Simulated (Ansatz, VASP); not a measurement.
## TiC in VASP and in Ansatz

```
Ti C
1.0
     0.00000    2.16389    2.16389
     2.16389    0.00000    2.16389
     2.16389    2.16389    0.00000
Ti C
1 1
Direct
  0.00000 0.00000 0.00000
  0.50000 0.50000 0.50000
```

Alike in both runs: functional r2SCAN; k mesh 14 × 14 × 14; occupations fermi-dirac, width 0.08 eV; no spin polarisation.

Ansatz relaxed the structure, and its values are those at the end. VASP's run is a single point on that final structure, the one shown.

```csv
,VASP,Ansatz
version,VASP 6.6.1,Ansatz 0.2.0
potentials or method,"VASP PAW PBE potentials, release 64 (Ti_sv, C)","PAW with Ansatz's default frozen-core files, scalar-relativistic"
plane-wave cutoff (eV),520,500
valence electrons in the cell,16,16
```

|  | VASP | Ansatz | Ansatz less VASP |
| --- | --- | --- | --- |
| pressure (GPa) | 1.0 | 0.0 | -0.96 |

VASP's potentials were made for PBE, not for r2SCAN. The functional is the same, so the differences come from potentials, cutoffs and numerics.
